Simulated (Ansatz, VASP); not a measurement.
**One calculation of SiO2, two programs**

```xyz
6
Lattice="4.1302 0.0000 0.0000 0.0000 4.1302 0.0000 0.0000 0.0000 2.9807" Properties=species:S:1:pos:R:3 pbc="T T T"
Si    2.0651    2.0651    1.4904
Si    0.0000    0.0000    0.0000
O     2.8681    2.8681    0.0000
O     0.8030    3.3272    1.4904
O     1.2621    1.2621    0.0000
O     3.3272    0.8030    1.4904
```

Alike in both runs: task single point; functional LDA; k mesh 6 × 6 × 8; occupations gaussian, width 0.05 eV; no spin polarisation.

|  | VASP | Ansatz |
| --- | --- | --- |
| version | VASP 6.6.1 | Ansatz 0.2.0 |
| potentials or method | VASP PAW LDA potentials, release 64 (Si, O), cutoff 520 eV | scalar-relativistic, plane waves, PAW |
| valence electrons in the cell | 32 | 32 |

```csv
,VASP,Ansatz,Ansatz less VASP
gap on the k mesh at the Fermi level (eV),3.65,3.65,+0.001
least direct gap on the mesh (eV),3.65,3.65,+0.001
rms of the force components (eV/Å),0.195,0.201,+0.0062
```

Ansatz warns that its potentials were made for another functional, while VASP's fit it. LDA's correlation is that of Perdew and Zunger in VASP and of Perdew and Wang (1992) in Ansatz. Atom by atom the forces differ by 0.006 eV/Å (rms over components).
